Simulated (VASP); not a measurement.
ZnPtC6N6: single point with PBE

ZnPtC6N6:

```xyz
14
Lattice="0.0000 5.0945 5.0945 5.0945 0.0000 5.0945 5.0945 5.0945 0.0000" Properties=species:S:1:pos:R:3 pbc="T T T"
Zn    0.0000    0.0000    0.0000
Pt    5.0945    5.0945    5.0945
C     1.9170    5.0945    5.0945
C     5.0945    1.9170    5.0945
C     5.0945    5.0945    1.9170
C     8.2720    5.0945    5.0945
C     5.0945    8.2720    5.0945
C     5.0945    5.0945    8.2720
N     3.0870    5.0945    5.0945
N     5.0945    3.0870    5.0945
N     5.0945    5.0945    3.0870
N     7.1020    5.0945    5.0945
N     5.0945    7.1020    5.0945
N     5.0945    5.0945    7.1020
```

```
Program             : VASP 6.6.1
Task                : single point
Functional          : PBE
Potentials or basis : VASP PAW PBE potentials, release 64 (Zn, Pt, C, N)
Cutoff              : 520 eV
k mesh              : 4 × 4 × 4
Occupations         : gaussian, width 0.1 eV
Spin                : no spin polarisation
```

| Property | Result |
| --- | --- |
| Pressure | 8.8 GPa |
| Largest force | 3.271 eV/Å |
| Band gap on the k mesh | 1.49 eV (least direct gap 1.53 eV) |

Forces on the atoms (eV/Å):
```
Zn   0.000  0.000  0.000
Pt   0.000  0.000  0.000
C    3.271  0.000  0.000
C    0.000  3.271  0.000
C    0.000  0.000  3.271
C   -3.271  0.000  0.000
C    0.000 -3.271  0.000
C    0.000  0.000 -3.271
N    0.439  0.000  0.000
N    0.000  0.439  0.000
N    0.000  0.000  0.439
N   -0.439  0.000  0.000
N    0.000 -0.439  0.000
N    0.000  0.000 -0.439
```

Levels at points of the mesh, in eV from the valence-band top:
```
           k point  band 36  band 37  band 38  band 39  band 40  band 41
(0.00, 0.00, 0.00)    -2.92    -0.62    -0.62     1.98     1.98     3.60
(0.50, 0.00, 0.00)    -2.42     0.00     0.00     1.53     1.53     3.02
(0.50, 0.50, 0.00)    -2.38    -0.62    -0.25     1.49     2.00     3.61
```

Run time: 110 s on 1 thread of Intel(R) Xeon(R) 6975P-C (Granite Rapids), on a shared host, peak memory 0.46 GiB.

Caveat: the cell stands under pressure; spin-orbit coupling is left out, which moves the levels of the heavy elements; forces of over 1 eV/Å act on the atoms, so gaps and moduli don't describe the material at rest. A k mesh can miss the band edges.
